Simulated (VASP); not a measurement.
Here is a VASP 6.6.1 calculation.

The input POSCAR:

```
NaH
1.0
    0.0000000000      2.5969210614      2.5969210614
    2.5969210614      0.0000000000      2.5969210614
    2.5969210614      2.5969210614      0.0000000000
Na H
1 1
Direct
    0.0000000000      0.0000000000      0.0000000000
    0.2500000000      0.2500000000      0.2500000000
```

INCAR.step1

```
SYSTEM = NaH
  PREC = Accurate
  ENCUT = 520
  EDIFF = 1E-5
  ISMEAR = 0
  SIGMA = 0.01
  LREAL = .FALSE.
  LASPH = .TRUE.
  NELM = 60
  ALGO = Normal
  ISIF = 2
  LWAVE = .TRUE.
  LCHARG = .FALSE.
  NBANDS = 11
  GGA = PE
```

INCAR.step2

```
SYSTEM = NaH
  PREC = Accurate
  ENCUT = 520
  EDIFF = 1E-6
  ISMEAR = 0
  SIGMA = 0.01
  LREAL = .FALSE.
  LASPH = .TRUE.
  NELM = 60
  ALGO = Normal
  ISIF = 2
  LWAVE = .FALSE.
  LCHARG = .FALSE.
  GGA = PE
  LHFCALC = .TRUE.
  AEXX = 0.35
  HFSCREEN = 0.3
  PRECFOCK = Normal
  NBANDS = 11
  ISTART = 1
```

The input KPOINTS:

```
Automatic mesh
0
G
  4 4 4
  0 0 0
```

Potentials or basis: VASP PAW PBE potentials, release 64 (Na_pv, H).

Command:

```console
$ cat potpaw_PBE.64/Na_pv/POTCAR potpaw_PBE.64/H/POTCAR > POTCAR
$ cp INCAR.step1 INCAR
$ mpirun -np 1 vasp_std > vasp.out
$ cp INCAR.step2 INCAR
$ mpirun -np 1 vasp_std > vasp.out
```

Question: Estimate the band gap on the k mesh.

Answer: 4.72 eV (least direct gap 5.48 eV).

Question: Predict the pressure.

Answer: 0.0 GPa.

Caveat: the k points lie up to 0.52 Å⁻¹ apart; the PAW data sets were made with another functional, which shifts forces and pressure a little. A k mesh can miss the band edges.
